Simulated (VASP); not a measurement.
# ScAl3N4 (P1) in VASP: single point with r2SCAN

Aim: the single point of ScAl3N4 with r2SCAN.

All numbers are computed with VASP 6.6.1; they aren't measurements. Logs are shortened: lines on timing, memory, paths and dates and some standing lists are left out, and cuts for length are marked.

## (1) The cell of the first run

The typed cell holds 16 atoms: a = 5.577 Å, b = 5.902 Å, c = 6.513 Å, α = 106.02°, β = 89.95°, γ = 118.12°.

## (2) Single point, r2SCAN

Input file POSCAR:

```
ScAl3N4
1.0
    4.8312774491     -2.7867530609     -0.0046201732
   -3.2263886522     -0.0179724199     -4.9418976974
    3.2588152922      5.6392611089     -0.0008258188
Sc Al N
2 6 8
Direct
    0.3484530951      0.0349102476      0.0011601580
    0.9408504592      0.5242219076      0.1337558887
    0.8199103718     -0.0113722612      0.2548561578
    0.3345858610      0.0013278814      0.5070812510
    0.8401880440      0.0032015103      0.7419321016
    0.4069049862      0.4912745798      0.3868683395
    0.9175127133      0.4980289414      0.6241344212
    0.4190832468      0.5134029337      0.8650415409
    0.5992456304      0.5928253024      0.1518933045
    0.1562695692      0.6198390965      0.4289014106
    0.6498270146      0.6158459812      0.6493682605
    0.1480305847      0.6176621203      0.8834462858
    0.7522032803      0.1025408998      0.0257262767
    0.2015571207      0.0961758195      0.2955043312
    0.7165973610      0.1118006434      0.5273754619
    0.2207806618      0.1323143963      0.7589548102
```

Input file INCAR.step1:

```
ALGO = Normal
EDIFF = 1E-4
ENCUT = 520
GGA = PE
ISMEAR = 0
LASPH = True
LCHARG = False
LREAL = Auto
LWAVE = True
NBANDS = 54
NELM = 80
PREC = Accurate
SIGMA = 0.1
```

Input file INCAR.step2:

```
ALGO = Normal
EDIFF = 1E-6
ENCUT = 520
ISIF = 2
ISMEAR = 0
ISTART = 1
LASPH = True
LCHARG = True
LELF = True
LMIXTAU = True
LREAL = Auto
LVHAR = True
LWAVE = False
METAGGA = R2SCAN
NBANDS = 54
NELM = 80
PREC = Accurate
SIGMA = 0.1
```

Input file KPOINTS:

```
k-points
0
Gamma
  4 4 4
```

Potentials or basis: VASP PAW PBE potentials, release 64 (Sc_sv, Al, N).

Launch:

```console
$ cat potpaw_PBE.64/Sc_sv/POTCAR potpaw_PBE.64/Al/POTCAR potpaw_PBE.64/N/POTCAR > POTCAR
$ cp INCAR.step1 INCAR
$ mpirun -np 1 vasp_std > vasp.out
$ cp INCAR.step2 INCAR
$ mpirun -np 1 vasp_std > vasp.out
```

OUTCAR:

```text
EDIFF = 1E-6
   ENCUT = 520
   ISIF = 2
   ISMEAR = 0
   ISTART = 1
   LASPH = True
   LREAL = Auto
   METAGGA = R2SCAN
   NELM = 80
   PREC = Accurate

 ion  position               nearest neighbor table
   1  0.348  0.035  0.001-  16 2.05  12 2.07  14 2.09  13 2.09   6 3.02   8 3.04   2 3.10   2 3.16
                             4 3.17   8 3.17   5 3.20   7 3.22   3 3.26   5 3.27   3 3.31   4 3.35
   2  0.941  0.524  0.134-  12 2.05  10 2.05  13 2.09   9 2.12   4 3.01   3 3.02   1 3.10   1 3.16
                             6 3.19   8 3.21   5 3.21   3 3.23   7 3.24   7 3.28   6 3.35   8 3.36
   3  0.820  0.989  0.255-  13 1.90  14 1.91  15 1.92   9 1.96   2 3.02   8 3.08   7 3.10   6 3.11
                             6 3.11   5 3.15   4 3.19   2 3.23   1 3.26   4 3.27   1 3.31
   4  0.335  0.001  0.507-  16 1.86  10 1.89  14 1.89  15 1.90   2 3.01   6 3.05   7 3.09   7 3.09
                             8 3.09   6 3.11   5 3.16   1 3.17   3 3.19   5 3.20   3 3.27   1 3.35
   5  0.840  0.003  0.742-  16 1.88  11 1.92  13 1.92  15 1.94   7 3.06   8 3.06   6 3.10   7 3.10
                             8 3.11   3 3.15   4 3.16   1 3.20   4 3.20   2 3.21   1 3.27
   6  0.407  0.491  0.387-  10 1.87  11 1.92   9 1.94  14 1.95   1 3.02   4 3.05   8 3.08   5 3.10
                             3 3.11   4 3.11   3 3.11   7 3.15   2 3.19   7 3.22   2 3.35
   7  0.918  0.498  0.624-  12 1.87  10 1.87  15 1.91  11 1.91   5 3.06   4 3.09   4 3.09   3 3.10
                             5 3.10   6 3.15   8 3.16   8 3.22   6 3.22   1 3.22   2 3.24   2 3.28
   8  0.419  0.513  0.865-  12 1.87  16 1.89  11 1.93   9 1.95   1 3.04   5 3.06   3 3.08   6 3.08
                             4 3.09   5 3.11   7 3.16   1 3.17   2 3.21   7 3.22   2 3.36
   9  0.599  0.593  0.152-   6 1.94   8 1.95   3 1.96   2 2.12
  10  0.156  0.620  0.429-   6 1.87   7 1.87   4 1.89   2 2.05
  11  0.650  0.616  0.649-   7 1.91   5 1.92   6 1.92   8 1.93
  12  0.148  0.618  0.883-   7 1.87   8 1.87   2 2.05   1 2.07
  13  0.752  0.103  0.026-   3 1.90   5 1.92   2 2.09   1 2.09
  14  0.202  0.096  0.296-   4 1.89   3 1.91   6 1.95   1 2.09
  15  0.717  0.112  0.527-   4 1.90   7 1.91   3 1.92   5 1.94
  16  0.221  0.132  0.759-   4 1.86   5 1.88   8 1.89   1 2.05

  LATTYP: Found a triclinic cell.
 ALAT       =     5.9018861048
 B/A-ratio  =     0.9450178804
 C/A-ratio  =     1.1035712101
 COS(alpha) =     0.0007987720
 COS(beta)  =     0.2760538026
 COS(gamma) =     0.4713251709

  Lattice vectors:

 A1 = (   3.2263886522,   0.0179724199,   4.9418976974)
 A2 = (   4.8312774491,  -2.7867530609,  -0.0046201732)
 A3 = (   3.2588152922,   5.6392611089,  -0.0008258188)

Analysis of symmetry for initial positions (statically):
=====================================================================
 Subroutine PRICEL returns:
 Original cell was already a primitive cell.

 Routine SETGRP: Setting up the symmetry group for a
 triclinic supercell.

 Subroutine GETGRP returns: Found  1 space group operations
 (whereof  1 operations were pure point group operations)
 out of a pool of  2 trial point group operations.

The static configuration has the point symmetry C_1 .

Analysis of symmetry for dynamics (positions and initial velocities):
=====================================================================
 Subroutine PRICEL returns:
 Original cell was already a primitive cell.

 Routine SETGRP: Setting up the symmetry group for a
 triclinic supercell.

 Subroutine GETGRP returns: Found  1 space group operations
 (whereof  1 operations were pure point group operations)
 out of a pool of  2 trial point group operations.

The dynamic configuration has the point symmetry C_1 .

 Subroutine INISYM returns: Found  1 space group operations
 (whereof  1 operations are pure point group operations),
 and found     1 'primitive' translations

----------------------------------------------------------------------------------------

                                     Primitive cell

  volume of cell :     179.6124

  direct lattice vectors                    reciprocal lattice vectors
     4.831277449 -2.786753061 -0.004620173     0.155160048 -0.089678650 -0.100972320
    -3.226388652 -0.017972420 -4.941897697    -0.000157872  0.000061613 -0.202248572
     3.258815292  5.639261109 -0.000825819     0.076674921  0.133011904 -0.050542050

  length of vectors
     5.577387897  5.901886105  6.513151591     0.205699562  0.202248643  0.161634492

  position of ions in fractional coordinates (direct lattice)
     0.348453095  0.034910248  0.001160158
     0.940850459  0.524221908  0.133755889
     0.819910372  0.988627739  0.254856158
[... 44 lines left out ...]
     0.038790012 -0.022419662 -0.025243080     0.250000000  0.000000000 -0.000000000
    -0.000039468  0.000015403 -0.050562143    -0.000000000  0.250000000 -0.000000000
     0.019168730  0.033252976 -0.012635513    -0.000000000 -0.000000000  0.250000000

  Length of vectors
     0.051424891  0.050562161  0.040408623

  Shift w.r.t. Gamma in fractional coordinates (k-lattice)
     0.000000000  0.000000000  0.000000000

 Subroutine IBZKPT returns following result:
 ===========================================

 Found     36 irreducible k-points:

 Following reciprocal coordinates:
            Coordinates               Weight
  0.000000  0.000000  0.000000      1.000000
  0.250000 -0.000000 -0.000000      2.000000
  0.500000 -0.000000 -0.000000      1.000000
 -0.000000  0.250000 -0.000000      2.000000
  0.250000  0.250000 -0.000000      2.000000
  0.500000  0.250000  0.000000      2.000000
[... 16 lines left out ...]
  0.000000 -0.250000  0.250000      2.000000
  0.250000 -0.250000  0.250000      2.000000
 [... further k-points ...]
   k-points           NKPTS =     36   k-points in BZ     NKDIM =     36   number of bands    NBANDS=     54
   number of dos      NEDOS =    301   number of ions     NIONS =     16
   total plane-waves  NPLWV =  96768
   dimension x,y,z NGX =    42 NGY =   48 NGZ =   48
   dimension x,y,z NGXF=    84 NGYF=   96 NGZF=   96
   ions per type =               2   6   8
   NGX,Y,Z   is equivalent  to a cutoff of  12.52, 13.52, 12.25 a.u.
   NGXF,Y,Z  is equivalent  to a cutoff of  25.04, 27.04, 24.50 a.u.
 SYSTEM =  unknown system
   PREC   = accura    normal or accurate (medium, high low for compatibility)
   ISTART =      1    job   : 0-new  1-cont  2-samecut
   ICHARG =      0    charge: 1-file 2-atom 10-const
   ISPIN  =      1    spin polarized calculation?
   LNONCOLLINEAR =      F non collinear calculations
   LSORBIT =      F    spin-orbit coupling
   LASPH  =      T    aspherical Exc in radial PAW
   ENCUT  =  520.0 eV  38.22 Ry    6.18 a.u.  10.37 10.97 12.11*2*pi/ulx,y,z
   NELM   =     80;   NELMIN=  2; NELMDL=  0     # of ELM steps
   EDIFF  = 0.1E-05   stopping-criterion for ELM
   LREAL  =      T    real-space projection
   EDIFFG = 0.1E-04   stopping-criterion for IOM
   NSW    =      0    number of steps for IOM
   IBRION =     -1    ionic relax: 0-MD 1-quasi-New 2-CG
   NFREE  =      0    steps in history (QN), initial steepest desc. (CG)
   ISIF   =      2    stress and relaxation
   ISYM   =      2    0-nonsym 1-usesym 2-fastsym
   POTIM  = 0.5000    time-step for ionic-motion
   TEBEG  =    0.0;   TEEND  =   0.0 temperature during run
   PSTRESS=    0.0 pullay stress
   NELECT =      80.0000    total number of electrons
   NUPDOWN=      -1.0000    fix difference up-down
   EMIN   =  10.00;   EMAX   =-10.00  energy-range for DOS
   EFERMI =   0.00;   METHOD = LEGACY
   ISMEAR =     0;   SIGMA  =   0.10  broadening in eV -4-tet -1-fermi 0-gaus
   EFERMI_NEDOS =   21; number of points for ismear=-14 and -15
   IALGO  =     38    algorithm
   IMIX   =      4    mixing-type and parameters
     AMIX     =   0.40;   BMIX     =  1.00
     AMIX_MAG =   1.60;   BMIX_MAG =  1.00
  volume/ion in A,a.u.               =      11.23        75.76
  Fermi-wavevector in a.u.,A,eV,Ry     =   1.250238  2.362607 21.267203  1.563095
  Thomas-Fermi vector in A             =   2.384242
   LORBIT       =      0    0 simple, 1 ext, 2 COOP (PROOUT), +10 PAW based schemes
   METAGGA = R2SCAN    functional components
   LHFCALC =     F    Hartree Fock is set to
   AEXX    =    0.0000 exact exchange contribution
   IVDW    =     0    specifies the selected vdW correction
   LEPSILON=     F    determine dielectric tensor
   LRPA    =     F    only Hartree local field effects (RPA)
 non-spin polarized calculation
 Gauss-broadening in eV      SIGMA  =   0.10
  energy-cutoff  :      520.00
  volume of cell :      179.61
 maximum number of plane-waves:      4858
 NGX is ok and might be reduce to    42
   NGX = 21   NGY = 21   NGZ = 25

 number of electron      79.9999995 magnetization

 Free energy of the ion-electron system (eV)
  ---------------------------------------------------
  ext. energy  EPLUGINS =         0.00000000
  ---------------------------------------------------
  free energy    TOTEN  =      -163.09679157 eV

  energy without entropy =     -163.09679157  energy(sigma->0) =     -163.09679157

 E-fermi :   5.5325     XC(G=0): -11.4189

 val. band max:        5.0762592650   @ k =   0.0000   0.0000   0.0000
 cond. band min:       9.0489504358   @ k =   0.0000  -0.2500   0.2500
 fundamental gap:      3.9726911708
 Fermi energy:         5.5325460258

 k-point     1 :       0.0000    0.0000    0.0000
  band No.  band energies     occupation
      1     -43.8191      2.00000
      2     -43.7389      2.00000
      3     -21.8133      2.00000
      4     -21.6475      2.00000
      5     -21.6234      2.00000
      6     -21.5601      2.00000
[... 1309 lines left out ...]
     51      12.1518      0.00000
     52      12.4410      0.00000

 [... further k-points ...]

 [bands above 52 left out]

------------------------ aborting loop because EDIFF is reached ----------------------------------------

  FORCE on cell =-STRESS in cart. coord.  units (eV):
  Direction    XX          YY          ZZ          XY          YZ          ZX
  --------------------------------------------------------------------------------------
  -------------------------------------------------------------------------------------
  Total        0.2126064      0.2099396      0.0866336      0.0030929     -0.0245583     -0.0044058
  in kB        1.8964904      1.8727020      0.7727886      0.0275895     -0.2190649     -0.0393004
  external PRESSURE =       1.5139937 kB  Pullay stress =       0.0000000 kB

 VOLUME and BASIS-vectors are now :
 -----------------------------------------------------------------------------
  energy-cutoff  :      520.00
  volume of cell :      179.61
      direct lattice vectors                 reciprocal lattice vectors
     4.831277449 -2.786753061 -0.004620173     0.155160048 -0.089678650 -0.100972320
    -3.226388652 -0.017972420 -4.941897697    -0.000157872  0.000061613 -0.202248572
     3.258815292  5.639261109 -0.000825819     0.076674921  0.133011904 -0.050542050

 POSITION                                       TOTAL-FORCE (eV/Angst)
 -----------------------------------------------------------------------------------
      1.57462     -0.96514     -0.17413         0.009508     -0.010263     -0.021380
      3.29005     -1.87706     -2.59511        -0.026800      0.000408     -0.009657
      1.60205     -0.86546     -4.88970        -0.015931      0.008306     -0.016198
      3.26468      1.92713     -0.00853         0.017143      0.002548      0.003739
      6.46667      1.84249     -0.02032        -0.004505      0.010208      0.014589
      1.64156      1.03888     -2.43003         0.019159     -0.001273     -0.003597
[... 8 lines left out ...]
      4.81999      0.97502     -0.55625         0.007530     -0.004057     -0.005620
      3.11305      3.66231     -0.65553        -0.068569     -0.042420     -0.024375
 -----------------------------------------------------------------------------------
    total drift:                               -0.005042      0.005021     -0.010787

  FREE ENERGIE OF THE ION-ELECTRON SYSTEM (eV)
  ---------------------------------------------------
  free  energy   TOTEN  =      -163.0967915681 eV

  energy  without entropy=     -163.0967915681  energy(sigma->0) =     -163.09679157
```

Wall time 29 min (1 thread of Oxide Virtual Turin-like, shared host); peak memory 0.41 GiB.

What came out:

```yaml
Free_energy: -163.0968 eV
Pressure: 0.2 GPa
Largest_force: 0.115 eV/Å
Band_gap_on_the_k_mesh: 3.97 eV (least direct gap 4.25 eV)
```

Forces on the atoms (eV/Å):
```
Sc   0.010 -0.010 -0.021
Sc  -0.027  0.000 -0.010
Al  -0.016  0.008 -0.016
Al   0.017  0.003  0.004
Al  -0.005  0.010  0.015
Al   0.019 -0.001 -0.004
Al  -0.018  0.011  0.010
Al   0.011 -0.024  0.013
N   -0.085  0.042 -0.026
N    0.079  0.052 -0.030
N    0.002  0.004  0.002
N   -0.002 -0.097  0.053
N    0.080 -0.049  0.067
N   -0.002  0.097 -0.026
N    0.008 -0.004 -0.006
N   -0.069 -0.042 -0.024
```

Levels at points of the mesh, in eV from the valence-band top:
```tsv
k point	band 36	band 37	band 38	band 39	band 40	band 41	band 42	band 43	band 44	band 45
(0.00, 0.00, 0.00)	-0.77	-0.69	-0.50	-0.37	0.00	4.25	4.58	4.77	4.95	5.15
(0.50, 0.00, 0.00)	-0.86	-0.71	-0.47	-0.35	-0.26	4.54	4.68	4.82	5.22	5.67
(0.00, 0.50, 0.00)	-0.88	-0.82	-0.67	-0.37	-0.30	4.25	4.56	4.83	5.31	5.55
(0.50, 0.50, 0.00)	-0.80	-0.71	-0.44	-0.36	-0.21	4.49	4.55	4.93	5.18	5.51
(0.00, 0.00, 0.50)	-0.61	-0.50	-0.45	-0.32	-0.19	4.62	4.84	5.01	5.29	5.56
(0.50, 0.00, 0.50)	-0.75	-0.60	-0.52	-0.29	-0.19	4.55	4.74	4.91	5.43	5.55
(0.00, 0.50, 0.50)	-0.83	-0.72	-0.67	-0.55	-0.52	4.01	4.27	5.15	5.28	5.74
(0.50, 0.50, 0.50)	-0.76	-0.61	-0.52	-0.34	-0.20	4.48	4.79	4.94	5.33	5.51
```

Caveat: the PAW data sets were made with another functional, which shifts forces and pressure a little.
